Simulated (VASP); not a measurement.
Set up this calculation in VASP 6.6.1, as the native input.

```
Task                   : single point
Functional             : PBE
Potentials or basis    : VASP PAW PBE potentials, release 64 (Ca_sv, O)
Cutoff                 : 520 eV
k mesh                 : 9 × 9 × 6
Occupations            : gaussian, width 0.05 eV
Spin                   : no spin polarisation
Dipole correction      : no
Further INCAR settings : ALGO = Normal; EDIFF = 1e-06; NBANDS = 24
```

The structure of CaO lies in POSCAR:

```
CaO
1.0
    3.8843335527      0.0000000000      0.0000000000
   -1.9421667764      3.6184937011      0.0000000000
    0.0000000000      0.0000000000      4.7438152858
Ca O
2 2
Direct
    0.3333333333      0.6666666667      0.7500000000
    0.6666666667      0.3333333333      0.2500000000
    0.3333333333      0.6666666667      0.2500000000
    0.6666666667      0.3333333333      0.7500000000
```

This cell differs from its parent crystal: strain +e along x and -e along y -0.0367, strain +e along z and -e/2 along x and y -0.0133.

These files were run (other wordings do the same):

INCAR

```
ALGO     = Normal         # electronic algorithm
EDIFF    = 1E-6           # SCF threshold, eV
ENCUT    = 520            # plane-wave cutoff, eV
GGA      = PE             # functional
ISIF     = 2              # what is computed and relaxed
ISMEAR   = 0              # smearing method
LASPH    = True           # aspherical terms in the spheres
LCHARG   = False          # write CHGCAR
LREAL    = False          # projectors in reciprocal space
LWAVE    = False          # write WAVECAR
NBANDS   = 24             # bands
NELM     = 60             # most SCF steps
PREC     = Accurate       # precision mode
SIGMA    = 0.05           # smearing width, eV
```

KPOINTS

```
k-points
0
Gamma
  9 9 6
```

Potentials or basis: VASP PAW PBE potentials, release 64 (Ca_sv, O).

Command:

```sh
$ cat potpaw_PBE.64/Ca_sv/POTCAR potpaw_PBE.64/O/POTCAR > POTCAR
$ mpirun -np 1 vasp_std > vasp.out
```

It gave:

```
Pressure               : 1.0 GPa
Largest force          : 0.380 eV/Å
Band gap on the k mesh : 3.08 eV, direct
```

Caveat: the cell differs from its parent crystal (strain +e along x and -e along y -0.0367, strain +e along z and -e/2 along x and y -0.0133).

Wall time 2.4 min on 1 thread of Oxide Virtual Turin-like Processor, on a shared host, peak memory 0.24 GiB.
